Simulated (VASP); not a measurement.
# GdN3H6 (Gd(NH2)3) in VASP: single point with PBE+U

Aim: the single point of GdN3H6 (Gd(NH2)3) with PBE+U.

Everything below comes from runs of VASP 6.6.1. Logs are shortened: lines on timing, memory, paths and dates and some standing lists are left out, and cuts for length are marked.

## Step 1: The cell of the first run

The cell holds a molecule in a box, 10 atoms: a = 13.910 Å, b = 14.670 Å, c = 9.640 Å, α = 90.00°, β = 90.00°, γ = 90.00°.

## Step 2: Single point, PBE+U, collinear spin, ferromagnetic start

INCAR

```
PREC = Accurate ; ENCUT = 520
EDIFF = 1E-6 ; ISMEAR = 0
SIGMA = 0.01 ; LREAL = False
LASPH = True ; NELM = 150
ALGO = Normal ; ISIF = 2
LWAVE = False ; LCHARG = True
ISPIN = 2 ; MAGMOM = 7 0 0 0 0 0 0 0 0 0
LORBIT = 11 ; LMAXMIX = 6
LDAU = True ; LDAUTYPE = 2
LDAUL = 3 -1 -1 ; LDAUU = 5 0 0
LDAUJ = 0 0 0 ; LDAUPRINT = 1
GGA = PE ; LELF = True
LVHAR = True ; NBANDS = 34
```

KPOINTS

```
Automatic mesh
0
Gamma
  1 1 1
```

POSCAR

```
GdH6N3
1.0
   13.9100000000      0.0000000000      0.0000000000
    0.0000000000     14.6700000000      0.0000000000
    0.0000000000      0.0000000000      9.6400000000
Gd N H
1 3 6
Direct
    0.4762149500      0.4996612100      0.5157769700
    0.6326168200      0.5007177900      0.4828143200
    0.3968217100      0.6289816000      0.5271960600
    0.3963457900      0.3706646200      0.5018381700
    0.6768188400      0.5561554200      0.4769668000
    0.6763839000      0.4458404900      0.4668049800
    0.3240409800      0.6371990500      0.5329678400
    0.4240366600      0.6935562400      0.5222489600
    0.3235082700      0.3623060700      0.5052064300
    0.4234004300      0.3067484700      0.4864937800
```

Potentials or basis: VASP PAW PBE potentials, release 64 (Gd, N, H).

The run is started by

```
cat potpaw_PBE.64/Gd/POTCAR potpaw_PBE.64/N/POTCAR potpaw_PBE.64/H/POTCAR > POTCAR
mpirun -np 1 vasp_gam > vasp.out
```

OUTCAR:

```text
PREC = Accurate
   ENCUT = 520
   EDIFF = 1E-6
   ISMEAR = 0
   LREAL = False
   LASPH = True
   NELM = 150
   ISIF = 2
   ISPIN = 2
   LORBIT = 11
   GGA = PE

 ion  position               nearest neighbor table
   1  0.476  0.500  0.516-   3 2.20   4 2.20   2 2.20
   2  0.633  0.501  0.483-   6 1.02   5 1.02   1 2.20
   3  0.397  0.629  0.527-   7 1.02   8 1.02   1 2.20
   4  0.396  0.371  0.502-   9 1.02  10 1.02   1 2.20
   5  0.677  0.556  0.477-   2 1.02
   6  0.676  0.446  0.467-   2 1.02
   7  0.324  0.637  0.533-   3 1.02
   8  0.424  0.694  0.522-   3 1.02
   9  0.324  0.362  0.505-   4 1.02
  10  0.423  0.307  0.486-   4 1.02

  LATTYP: Found a simple orthorhombic cell.
 ALAT       =     9.6400000000
 B/A-ratio  =     1.4429460581
 C/A-ratio  =     1.5217842324

  Lattice vectors:

 A1 = (   0.0000000000,   0.0000000000,   9.6400000000)
 A2 = (  13.9100000000,   0.0000000000,   0.0000000000)
 A3 = (   0.0000000000,  14.6700000000,   0.0000000000)

Analysis of symmetry for initial positions (statically):
=====================================================================
 Subroutine PRICEL returns:
 Original cell was already a primitive cell.

 Routine SETGRP: Setting up the symmetry group for a
 simple orthorhombic supercell.

 Subroutine GETGRP returns: Found  1 space group operations
 (whereof  1 operations were pure point group operations)
 out of a pool of  8 trial point group operations.

The static configuration has the point symmetry C_1 .

Analysis of symmetry for dynamics (positions and initial velocities):
=====================================================================
 Subroutine PRICEL returns:
 Original cell was already a primitive cell.

 Routine SETGRP: Setting up the symmetry group for a
 simple orthorhombic supercell.

 Subroutine GETGRP returns: Found  1 space group operations
 (whereof  1 operations were pure point group operations)
 out of a pool of  8 trial point group operations.

The dynamic configuration has the point symmetry C_1 .

Analysis of structural, dynamic, and magnetic symmetry:
=====================================================================
 Subroutine PRICEL returns:
 Original cell was already a primitive cell.

 Routine SETGRP: Setting up the symmetry group for a
 simple orthorhombic supercell.

 Subroutine GETGRP returns: Found  1 space group operations
 (whereof  1 operations were pure point group operations)
 out of a pool of  8 trial point group operations.

The overall configuration has the point symmetry C_1 .

 Subroutine INISYM returns: Found  1 space group operations
 (whereof  1 operations are pure point group operations),
 and found     1 'primitive' translations

----------------------------------------------------------------------------------------

                                     Primitive cell

  volume of cell :    1967.1355

  direct lattice vectors                    reciprocal lattice vectors
    13.910000000  0.000000000  0.000000000     0.071890726  0.000000000  0.000000000
     0.000000000 14.670000000  0.000000000     0.000000000  0.068166326  0.000000000
     0.000000000  0.000000000  9.640000000     0.000000000  0.000000000  0.103734440

  length of vectors
    13.910000000 14.670000000  9.640000000     0.071890726  0.068166326  0.103734440

[... 145 lines left out ...]
  o =  0.0074  v =  0.0000  0.0000  0.0000  0.0000  0.0000  0.0000  0.0000  0.0102  0.0926  0.1359  0.2658 -0.9348 -0.1679 -0.0109      0.0000  0.0000  0.0000  0.0000  0.0000  0.0000  0.0000  0.0000  0.0000  0.0000  0.0000  0.0000  0.0000  0.0000
  o =  0.0092  v =  0.0000  0.0000  0.0000  0.0000  0.0000  0.0000  0.0000 -0.0080  0.0064  0.1478 -0.9417 -0.2432 -0.0258  0.1772      0.0000  0.0000  0.0000  0.0000  0.0000  0.0000  0.0000  0.0000  0.0000  0.0000  0.0000  0.0000  0.0000  0.0000
  o =  0.0168  v =  0.0000  0.0000  0.0000  0.0000  0.0000  0.0000  0.0000  0.0042 -0.0803 -0.0172  0.1711  0.0462 -0.1077  0.9748      0.0000  0.0000  0.0000  0.0000  0.0000  0.0000  0.0000  0.0000  0.0000  0.0000  0.0000  0.0000  0.0000  0.0000
  o =  0.9914  v =  0.7836 -0.4237  0.0852 -0.0295  0.0825 -0.4293 -0.0852  0.0000  0.0000  0.0000  0.0000  0.0000  0.0000  0.0000      0.0000  0.0000  0.0000  0.0000  0.0000  0.0000  0.0000  0.0000  0.0000  0.0000  0.0000  0.0000  0.0000  0.0000
  o =  0.9914  v =  0.3200 -0.3402 -0.0682  0.0357 -0.2472  0.8427  0.0686  0.0000  0.0000  0.0000  0.0000  0.0000  0.0000  0.0000      0.0000  0.0000  0.0000  0.0000  0.0000  0.0000  0.0000  0.0000  0.0000  0.0000  0.0000  0.0000  0.0000  0.0000
  o =  0.9914  v =  0.5314  0.8296 -0.0326 -0.0096  0.0486  0.1386  0.0812  0.0000  0.0000  0.0000  0.0000  0.0000  0.0000  0.0000      0.0000  0.0000  0.0000  0.0000  0.0000  0.0000  0.0000  0.0000  0.0000  0.0000  0.0000  0.0000  0.0000  0.0000
  o =  0.9921  v =  0.0196 -0.0081 -0.2016  0.9577  0.1751 -0.0076 -0.1053  0.0000  0.0000  0.0000  0.0000  0.0000  0.0000  0.0000      0.0000  0.0000  0.0000  0.0000  0.0000  0.0000  0.0000  0.0000  0.0000  0.0000  0.0000  0.0000  0.0000  0.0000
  o =  0.9922  v =  0.0273 -0.0159 -0.9442 -0.1567 -0.2413 -0.1572 -0.0015  0.0000  0.0000  0.0000  0.0000  0.0000  0.0000  0.0000      0.0000  0.0000  0.0000  0.0000  0.0000  0.0000  0.0000  0.0000  0.0000  0.0000  0.0000  0.0000  0.0000  0.0000
  o =  0.9922  v = -0.0091 -0.0977 -0.2342 -0.2145  0.9165  0.2220  0.0111  0.0000  0.0000  0.0000  0.0000  0.0000  0.0000  0.0000      0.0000  0.0000  0.0000  0.0000  0.0000  0.0000  0.0000  0.0000  0.0000  0.0000  0.0000  0.0000  0.0000  0.0000
  o =  0.9951  v =  0.0039 -0.0812 -0.0055  0.1003  0.0284 -0.1108  0.9850  0.0000  0.0000  0.0000  0.0000  0.0000  0.0000  0.0000      0.0000  0.0000  0.0000  0.0000  0.0000  0.0000  0.0000  0.0000  0.0000  0.0000  0.0000  0.0000  0.0000  0.0000

 number of electron      39.0000003 magnetization       7.0000006

 Free energy of the ion-electron system (eV)
  ---------------------------------------------------
  ext. energy  EPLUGINS =         0.00000000
  ---------------------------------------------------
  free energy    TOTEN  =       -60.16411498 eV

  energy without entropy =      -60.16411498  energy(sigma->0) =      -60.16411498

 E-fermi :  -4.6484     XC(G=0):  -0.9555

 val. band max:       -4.7463277700   @ k =   0.0000   0.0000   0.0000
 cond. band min:      -1.9449048570   @ k =   0.0000   0.0000   0.0000
 fundamental gap:      2.8014229130
 Fermi energy:        -4.6484075703

 spin component 1

 k-point     1 :       0.0000    0.0000    0.0000
  band No.  band energies     occupation
      1     -48.3671      1.00000
      2     -25.9333      1.00000
      3     -25.8704      1.00000
      4     -25.8693      1.00000
      5     -19.1286      1.00000
      6     -18.8831      1.00000
[... 23 lines left out ...]
     30       0.3576      0.00000
     31       0.4435      0.00000
 Fermi energy:        -4.6484075703

 spin component 2

 k-point     1 :       0.0000    0.0000    0.0000
  band No.  band energies     occupation
      1     -45.2230      1.00000
      2     -23.7939      1.00000
      3     -23.7921      1.00000
      4     -23.7801      1.00000
      5     -19.1365      1.00000
      6     -18.7926      1.00000
[... 23 lines left out ...]
     30       0.7496      0.00000
     31       0.8474      0.00000
 [bands above 31 left out]

------------------------ aborting loop because EDIFF is reached ----------------------------------------

  FORCE on cell =-STRESS in cart. coord.  units (eV):
  Direction    XX          YY          ZZ          XY          YZ          ZX
  --------------------------------------------------------------------------------------
  -------------------------------------------------------------------------------------
  Total        0.0082429     -0.0072767     -0.1220259     -0.0112571      0.0092451     -0.0189488
  in kB        0.0067136     -0.0059267     -0.0993867     -0.0091686      0.0075298     -0.0154332
  external PRESSURE =      -0.0328666 kB  Pullay stress =       0.0000000 kB

 VOLUME and BASIS-vectors are now :
 -----------------------------------------------------------------------------
  energy-cutoff  :      520.00
  volume of cell :     1967.14
      direct lattice vectors                 reciprocal lattice vectors
    13.910000000  0.000000000  0.000000000     0.071890726  0.000000000  0.000000000
     0.000000000 14.670000000  0.000000000     0.000000000  0.068166326  0.000000000
     0.000000000  0.000000000  9.640000000     0.000000000  0.000000000  0.103734440

 POSITION                                       TOTAL-FORCE (eV/Angst)
 -----------------------------------------------------------------------------------
      6.62415      7.33003      4.97209        -0.002842     -0.006491      0.011842
      8.79970      7.34553      4.65433        -0.031413      0.002003     -0.003744
      5.51979      9.22716      5.08217         0.020152     -0.015882     -0.026660
      5.51317      5.43765      4.83772         0.018952      0.025097     -0.011154
      9.41455      8.15880      4.59796         0.005312      0.077729      0.006222
      9.40850      6.54048      4.50000         0.007646     -0.079612     -0.005364
      4.50741      9.34771      5.13781        -0.074103     -0.032269      0.010263
      5.89835     10.17447      5.03448         0.063004      0.035295      0.008763
      4.50000      5.31503      4.87019        -0.073688      0.033647      0.013633
      5.88950      4.50000      4.68980         0.066980     -0.039516     -0.003801
 -----------------------------------------------------------------------------------
    total drift:                               -0.000279      0.000021      0.003009

  FREE ENERGIE OF THE ION-ELECTRON SYSTEM (eV)
  ---------------------------------------------------
  free  energy   TOTEN  =       -60.1641149765 eV

  energy  without entropy=      -60.1641149765  energy(sigma->0) =      -60.16411498

 total charge

# of ion       s       p       d       f       tot
--------------------------------------------------
    1        2.032   5.632   0.594   6.993  15.252
    2        1.230   2.651   0.000   0.000   3.881
    3        1.230   2.651   0.000   0.000   3.881
    4        1.230   2.651   0.000   0.000   3.881
    5        0.639   0.083   0.000   0.000   0.722
    6        0.639   0.083   0.000   0.000   0.722
    7        0.639   0.083   0.000   0.000   0.722
    8        0.639   0.082   0.000   0.000   0.721
    9        0.639   0.083   0.000   0.000   0.722
   10        0.639   0.083   0.000   0.000   0.722
--------------------------------------------------
tot          9.559  14.079   0.594   6.993  31.225

 magnetization (x)

# of ion       s       p       d       f       tot
--------------------------------------------------
    1       -0.004  -0.086   0.061   6.886   6.856
    2       -0.004  -0.020   0.000   0.000  -0.025
    3       -0.004  -0.020   0.000   0.000  -0.025
    4       -0.004  -0.020   0.000   0.000  -0.025
    5       -0.000  -0.000   0.000   0.000  -0.000
    6       -0.000  -0.000   0.000   0.000  -0.000
    7       -0.000  -0.000   0.000   0.000  -0.000
    8       -0.000  -0.000   0.000   0.000  -0.000
    9       -0.000  -0.000   0.000   0.000  -0.000
   10       -0.000  -0.000   0.000   0.000  -0.000
--------------------------------------------------
tot         -0.019  -0.149   0.061   6.886   6.778
```

It took 15 min on 1 thread of Intel Xeon 6975P-C (Granite Rapids), shared host; peak memory 2.1 GiB.

What came out:

```
Free energy                                           : -60.1641 eV
Largest force                                         : 0.082 eV/Å
Gap between the frontier levels                       : 2.80 eV
Net moment                                            : 7.00 μB per cell
Site moments                                          : Gd +6.86; N -0.03; H -0.00 μB
Valence electrons inside the program's atomic spheres : Gd 15.25; N 3.88; H 0.72
```

Forces on the atoms (eV/Å):
```
Gd  -0.003 -0.006  0.012
N   -0.031  0.002 -0.004
N    0.020 -0.016 -0.027
N    0.019  0.025 -0.011
H    0.005  0.078  0.006
H    0.008 -0.080 -0.005
H   -0.074 -0.032  0.010
H    0.063  0.035  0.009
H   -0.074  0.034  0.014
H    0.067 -0.040 -0.004
```

Levels at points of the mesh, in eV from the valence-band top:
Spin up:
```
           k point  band 21  band 22  band 23  band 24  band 25  band 26
(0.00, 0.00, 0.00)    -0.35    -0.35     0.00     2.80     4.33     4.67
```
Spin down:
| k point | band 13 | band 14 | band 15 | band 16 | band 17 | band 18 | band 19 | band 20 |
| --- | --- | --- | --- | --- | --- | --- | --- | --- |
| (0.00, 0.00, 0.00) | -2.26 | -0.36 | -0.35 | -0.06 | 3.11 | 4.42 | 4.54 | 4.55 |

Eigenvalues of the final occupation matrices:
| site | spin | trace | eigenvalues |
| --- | --- | --- | --- |
| site 1 f | 1 | 6.95 | 0.99 0.99 0.99 0.99 0.99 0.99 1.00 |
| site 1 f | 2 | 0.06 | 0.00 0.01 0.01 0.01 0.01 0.01 0.02 |

Caveat: spin-orbit coupling is left out, which moves the levels of the heavy elements.
